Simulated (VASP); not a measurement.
# SnSe2 (P-3m1) in VASP: further runs, part 2 of 2

VASP 6.6.1. The steps go on from the part before.

### 3 Single point, PBEsol+D3(BJ) (strain -0.040 along x and y, -0.040 along z)

INCAR reads:

```
SYSTEM = SnSe2
PREC = Accurate
ENCUT = 520
EDIFF = 1E-6
ISMEAR = 0
SIGMA = 0.05
LREAL = .False.
LASPH = .True.
NELM = 80
ALGO = Normal
ISIF = 2
LWAVE = .False.
LCHARG = .True.
GGA = PS
IVDW = 12
LELF = .True.
LVHAR = .True.
NBANDS = 20
```

KPOINTS reads:

```
Automatic mesh
0
Gamma
  12 12 6
  0 0 0
```

POSCAR reads:

```
SnSe2
1.0
    3.6585588303      0.0000000000      0.0000000000
   -1.8292794152      3.1684048883      0.0000000000
    0.0000000000      0.0000000000      5.8915200000
Sn Se
1 2
Direct
    0.0000000000      0.0000000000      0.0000000000
    0.3333333333      0.6666666667      0.2500000000
    0.6666666667      0.3333333333      0.7500000000
```

Potentials or basis: VASP PAW PBE potentials, release 64 (Sn_d, Se).

Run with:

```sh
$ cat potpaw_PBE.64/Sn_d/POTCAR potpaw_PBE.64/Se/POTCAR > POTCAR
$ mpirun -np 1 vasp_std > vasp.out
```

OUTCAR:

```text
SYSTEM = SnSe2
   PREC = Accurate
   ENCUT = 520
   EDIFF = 1E-6
   ISMEAR = 0
   LREAL = .False.
   LASPH = .True.
   NELM = 80
   ISIF = 2
   GGA = PS
   IVDW = 12
 IVDW          = 12

 ion  position               nearest neighbor table
   1  0.000  0.000  0.000-   2 2.58   3 2.58   3 2.58   2 2.58   3 2.58   2 2.58
   2  0.333  0.667  0.250-   1 2.58   1 2.58   1 2.58
   3  0.667  0.333  0.750-   1 2.58   1 2.58   1 2.58

  LATTYP: Found a hexagonal cell.
 ALAT       =     3.6585588303
 C/A-ratio  =     1.6103390087

  Lattice vectors:

[... 743 lines left out ...]
 Edisp (eV)   -1.11527

 E8    (eV) :    -0.7345

  FORCE on cell =-STRESS in cart. coord.  units (eV):
  Direction    XX          YY          ZZ          XY          YZ          ZX
  --------------------------------------------------------------------------------------
  -------------------------------------------------------------------------------------
  Total       4.94084     4.94084     5.46008    -0.00000     0.00000    -0.00000
  in kB     115.91324   115.91324   128.09480    -0.00000     0.00000    -0.00000
  external pressure =      119.97 kB  Pullay stress =        0.00 kB

 VOLUME and BASIS-vectors are now :
 -----------------------------------------------------------------------------
  energy-cutoff  :      520.00
  volume of cell :       68.29
      direct lattice vectors                 reciprocal lattice vectors
     3.658558830  0.000000000  0.000000000     0.273331671  0.157808114  0.000000000
    -1.829279415  3.168404888  0.000000000     0.000000000  0.315616228  0.000000000
     0.000000000  0.000000000  5.891520000     0.000000000  0.000000000  0.169735484

 POSITION                                       TOTAL-FORCE (eV/Angst)
 -----------------------------------------------------------------------------------
      0.00000      0.00000      0.00000         0.000000      0.000000      0.000000
     -0.00000      2.11227      1.47288         0.000000      0.000000      2.021265
      1.82928      1.05613      4.41864        -0.000000     -0.000000     -2.021265
 -----------------------------------------------------------------------------------
    total drift:                               -0.000000     -0.000000     -0.000000

  FREE ENERGIE OF THE ION-ELECTRON SYSTEM (eV)
  ---------------------------------------------------
  free  energy   TOTEN  =       -13.6292676771 eV

  energy  without entropy=      -13.6292676771  energy(sigma->0) =      -13.62926768
```

OSZICAR:

```text
N       E                     dE             d eps       ncg     rms          rms(c)
DAV:   1     0.209188058575E+03    0.20919E+03   -0.12304E+04  4088   0.155E+03
DAV:   2     0.109180237046E+02   -0.19827E+03   -0.19058E+03  4216   0.398E+02
DAV:   3    -0.120251384759E+02   -0.22943E+02   -0.22320E+02  4832   0.115E+02
DAV:   4    -0.128114362082E+02   -0.78630E+00   -0.78469E+00  4768   0.221E+01
DAV:   5    -0.128290774494E+02   -0.17641E-01   -0.17639E-01  5476   0.349E+00    0.631E+00
DAV:   6    -0.125622393659E+02    0.26684E+00   -0.39425E-01  6088   0.798E+00    0.398E+00
DAV:   7    -0.125165805358E+02    0.45659E-01   -0.19626E-01  5292   0.347E+00    0.841E-01
DAV:   8    -0.125139900516E+02    0.25905E-02   -0.17309E-02  5576   0.151E+00    0.319E-01
DAV:   9    -0.125139908038E+02   -0.75221E-06   -0.16009E-03  4548   0.260E-01    0.840E-02
DAV:  10    -0.125139840744E+02    0.67295E-05   -0.10038E-04  5392   0.886E-02    0.278E-02
DAV:  11    -0.125139948317E+02   -0.10757E-04   -0.16914E-05  4508   0.239E-02    0.456E-03
DAV:  12    -0.125139957769E+02   -0.94525E-06   -0.66546E-07  3836   0.605E-03
   1 F= -.13629268E+02 E0= -.13629268E+02  d E =-.263587E-12
```

Wall time 43 s (1 thread of Intel Xeon 6975P-C (Granite Rapids), shared host); peak memory 0.28 GiB.

What came out:

```
Free energy                : -13.6293 eV
Pressure                   : 12.0 GPa
Largest force              : 2.021 eV/Å
Band gap on the k mesh     : 0.75 eV, indirect (least direct gap 1.48 eV)
Dispersion energy per atom : -0.372 eV
```

Forces in eV/Å, atoms in the order of the input:
```
Sn   0.000  0.000  0.000
Se   0.000  0.000  2.021
Se   0.000  0.000 -2.021
```

Stress tensor (GPa, compression positive):
```
11.59  0.00  0.00
 0.00 11.59  0.00
 0.00  0.00 12.81
```

Levels at points of the mesh, in eV from the valence-band top:
| k point | band 9 | band 10 | band 11 | band 12 | band 13 | band 14 | band 15 | band 16 | band 17 | band 18 |
| --- | --- | --- | --- | --- | --- | --- | --- | --- | --- | --- |
| (0.00, 0.00, 0.00) | -0.86 | -0.86 | -0.48 | -0.48 | -0.01 | 1.61 | 2.87 | 4.77 | 4.77 | 8.12 |
| (0.50, 0.00, 0.00) | -5.27 | -3.50 | -3.21 | -1.59 | -0.38 | 1.18 | 3.74 | 5.18 | 5.63 | 7.82 |
| (0.00, 0.00, 0.50) | -2.63 | -0.97 | -0.97 | -0.29 | -0.29 | 2.96 | 2.99 | 4.43 | 4.43 | 8.27 |
| (0.50, 0.00, 0.50) | -5.83 | -3.01 | -2.30 | -1.11 | -0.88 | 0.95 | 4.11 | 4.65 | 5.49 | 6.82 |

Caveat: the cell differs from its parent crystal (strain -0.040 along x and y, -0.040 along z); the PAW data sets were made with another functional, which shifts forces and pressure a little; spin-orbit coupling is left out, which moves the levels of the heavy elements. A k mesh can miss the band edges.

### 4 Single point, PBEsol+D3(BJ) (strain +0.000 along x and y, -0.080 along z)

INCAR reads:

```
  PREC = Accurate
  ENCUT = 520
  EDIFF = 1E-6
  ISMEAR = 0
  SIGMA = 0.05
  LREAL = False
  LASPH = True
  NELM = 80
  ALGO = Normal
  ISIF = 2
  LWAVE = False
  LCHARG = False
  GGA = PS
  IVDW = 12
  NBANDS = 20
```

KPOINTS reads:

```
Automatic mesh
0
Gamma
  12 12 6
```

POSCAR reads:

```
SnSe2
1.0
    3.8109987816      0.0000000000      0.0000000000
   -1.9054993908      3.3004217586      0.0000000000
    0.0000000000      0.0000000000      5.6460400000
Sn Se
1 2
Direct
    0.0000000000      0.0000000000      0.0000000000
    0.3333333333      0.6666666667      0.2500000000
    0.6666666667      0.3333333333      0.7500000000
```

Run with:

```sh
$ cat potpaw_PBE.64/Sn_d/POTCAR potpaw_PBE.64/Se/POTCAR > POTCAR
$ mpirun -np 1 vasp_std > vasp.out
```

Run time: 42 s. Hardware: 1 thread of Intel Xeon 6975P-C (Granite Rapids), shared host; peak memory 0.28 GiB.

It converged, with:

| Property | Result |
| --- | --- |
| Free energy | -13.7131 eV |
| Pressure | 7.1 GPa |
| Largest force | 1.821 eV/Å |
| Band gap on the k mesh | 0.23 eV, indirect (least direct gap 0.36 eV) |
| Dispersion energy per atom | -0.358 eV |

Forces on the atoms (eV/Å):
```
Sn   0.000  0.000  0.000
Se   0.000  0.000  1.821
Se   0.000  0.000 -1.821
```

Stress tensor (GPa, compression positive):
```
 5.54  0.00  0.00
 0.00  5.54  0.00
 0.00  0.00 10.35
```

Levels at points of the mesh, in eV from the valence-band top:
```
           k point  band 9  band 10  band 11  band 12  band 13  band 14  band 15  band 16  band 17  band 18
(0.00, 0.00, 0.00)   -1.70    -1.70    -1.39    -1.39     0.00     0.36     1.84     3.93     3.93     8.05
(0.50, 0.00, 0.00)   -5.30    -3.93    -3.71    -1.88    -0.91     0.52     3.13     4.83     4.98     8.00
(0.00, 0.00, 0.50)   -2.67    -1.82    -1.82    -1.14    -1.14     1.78     1.97     3.45     3.45     7.33
(0.50, 0.00, 0.50)   -6.02    -3.68    -2.41    -1.63    -1.55     0.72     3.65     4.63     5.57     6.36
```

Caveat: the cell differs from its parent crystal (strain +0.000 along x and y, -0.080 along z); the PAW data sets were made with another functional, which shifts forces and pressure a little; spin-orbit coupling is left out, which moves the levels of the heavy elements. A k mesh can miss the band edges.

### 5 Overview

| cell | gap on the mesh (eV) | pressure (GPa) | largest force (eV/Å) |
| --- | --- | --- | --- |
| a = 3.506, b = 3.506, c = 6.382 Å, angles 90.0, 90.0, 120.0°, 3 atoms | 0.24 | 13.0 | 1.27 |
| a = 3.659, b = 3.659, c = 5.892 Å, angles 90.0, 90.0, 120.0°, 3 atoms | 0.75 | 12.0 | 2.02 |
| a = 3.811, b = 3.811, c = 5.646 Å, angles 90.0, 90.0, 120.0°, 3 atoms | 0.23 | 7.1 | 1.82 |

Alike in all rows: task single point; level PBEsol+D3(BJ); potentials or basis VASP PAW PBE potentials, release 64 (Sn_d, Se); no spin polarisation; k mesh 12 × 12 × 6; cutoff (eV) 520; smearing gaussian 0.05 eV.

Caveats: the PAW data sets were made with another functional, which shifts forces and pressure a little; spin-orbit coupling is left out, which moves the levels of the heavy elements.

Total energies depend on the potentials used, so only differences within one code and one set of settings carry meaning.
